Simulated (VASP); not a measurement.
# HPbNO4: single point with PBE0

The system is HPbNO4.

```
H Pb N O
1.0
     4.27531   -0.00040    0.00636
    -2.08399    5.20775   -0.04907
    -2.12377   -1.86574    4.91491
H Pb N O
1 1 1 4
Direct
  0.99073 0.03330 0.90994
  0.50274 0.81989 0.14287
  0.00838 0.47408 0.50265
  0.99816 0.92741 0.02877
  0.19467 0.73435 0.60852
  0.81673 0.35882 0.24556
  0.01381 0.33121 0.65217
```

| Item | Value |
| --- | --- |
| Program | VASP 6.6.1 |
| Task | single point |
| Functional | PBE0 |
| Potentials or basis | VASP PAW PBE potentials, release 64 (H, Pb_d, N, O) |
| Cutoff | 520 eV |
| k mesh | 4 × 3 × 3 |
| Occupations | fermi-dirac, width 0.05 eV |
| Spin | no spin polarisation |
| Dipole correction | no |
| Grid for exact exchange (PRECFOCK) | Fast |
| Further INCAR settings | ALGO = Normal; EDIFF = 1e-07; NBANDS = 31 |
| Share of exact exchange | 0.25 |

* Pressure: -3.2 GPa
* Largest force: 1.034 eV/Å
* Band gap on the k mesh: 4.93 eV (least direct gap 5.22 eV)

Forces in eV/Å, atoms in the order of the input:
```
H    0.000 -0.335  0.257
Pb   0.003  0.150 -0.106
N   -0.003  0.047 -0.046
O   -0.003  0.233 -0.186
O   -0.021 -0.953 -0.328
O    0.026  0.015  1.006
O   -0.002  0.844 -0.598
```

Stress tensor (GPa, compression positive):
```
-1.65 -0.04 -0.07
-0.04 -4.12  0.42
-0.07  0.42 -3.81
```

Levels at points of the mesh, in eV from the valence-band top:
```
           k point  band 20  band 21  band 22  band 23  band 24  band 25
(0.00, 0.00, 0.00)    -2.39    -1.55    -0.91     5.51     6.47     7.24
(0.50, 0.00, 0.00)    -1.63    -1.16     0.00     5.31     6.23     7.48
```

Run time: 16 min on 2 MPI ranks on Intel(R) Xeon(R) Platinum 8375C CPU @ 2.90GHz (Ice Lake), with other jobs on the host, peak memory 0.29 GiB a rank.

Caveat: the k points lie up to 0.45 Å⁻¹ apart; the PAW data sets were made with another functional, which shifts forces and pressure a little; spin-orbit coupling is left out, which moves the levels of the heavy elements. A k mesh can miss the band edges.
